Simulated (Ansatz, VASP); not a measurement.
## Two plane-wave programs on In3Cu

File INCAR:

```
SYSTEM = In3Cu
PREC = Accurate
ENCUT = 520
EDIFF = 1E-6
ISMEAR = 0
SIGMA = 0.15
LREAL = .FALSE.
LASPH = .TRUE.
NELM = 100
ALGO = Fast
ISIF = 2
LWAVE = .FALSE.
LCHARG = .FALSE.
GGA = CA
NBANDS = 33
```

KPOINTS

```
Automatic mesh
0
G
  10 10 10
  0 0 0
```

POSCAR

```
In3Cu
1.0
    4.2557067602     -0.1121072256     -0.1121072256
   -0.1121072256      4.2557067602     -0.1121072256
   -0.1121072256     -0.1121072256      4.2557067602
In Cu
3 1
Direct
    0.0000000000      0.5000000000      0.5000000000
    0.5000000000      0.0000000000      0.5000000000
    0.5000000000      0.5000000000      0.0000000000
    0.0000000000      0.0000000000      0.0000000000
```

Input for Ansatz:

```yaml
crystal:
  lattice:
    - [4.2557067602, -0.1121072256, -0.1121072256]
    - [-0.1121072256, 4.2557067602, -0.1121072256]
    - [-0.1121072256, -0.1121072256, 4.2557067602]
  atoms:
    - { symbol: In, position: [0.0, 0.5, 0.5] }
    - { symbol: In, position: [0.5, 0.0, 0.5] }
    - { symbol: In, position: [0.5, 0.5, 0.0] }
    - { symbol: Cu, position: [0.0, 0.0, 0.0] }
basis:
  ecutwfc: 520.0
kpoints:
  mp_grid: { grid: [10, 10, 10] }
hamiltonian:
  xc: lda
scf:
  occupations: { method: gaussian, width: 0.15 }
output:
  forces: true
  stress: true
  eigenvalues: true
```

Alike in both runs: task single point; functional LDA; k mesh 10 × 10 × 10; occupations gaussian, width 0.15 eV; no spin polarisation.

|  | VASP | Ansatz |
| --- | --- | --- |
| version | VASP 6.6.1 | Ansatz 0.2.0 |
| potentials or method | VASP PAW LDA potentials, release 64 (In_d, Cu), cutoff 520 eV | scalar-relativistic, plane waves, PAW |
| valence electrons in the cell | 50 | 58 |

Ansatz gave:

- gap on the k mesh at the Fermi level (eV): none
- pressure (GPa): 4.0
- traceless stress, the component that is largest in VASP (GPa): -0.07

Question: What did VASP give for the same quantities?

Answer: gap on the k mesh at the Fermi level (eV): none; pressure (GPa): 3.5; traceless stress, the component that is largest in VASP (GPa): -0.05.

LDA's correlation is that of Perdew and Zunger in VASP and of Perdew and Wang (1992) in Ansatz. A gap of «none» marks a metal or a gap that the smearing closes. VASP's potentials hold 50 valence electrons a cell and Ansatz's 58, so a difference there can come from the potentials and not from the codes.
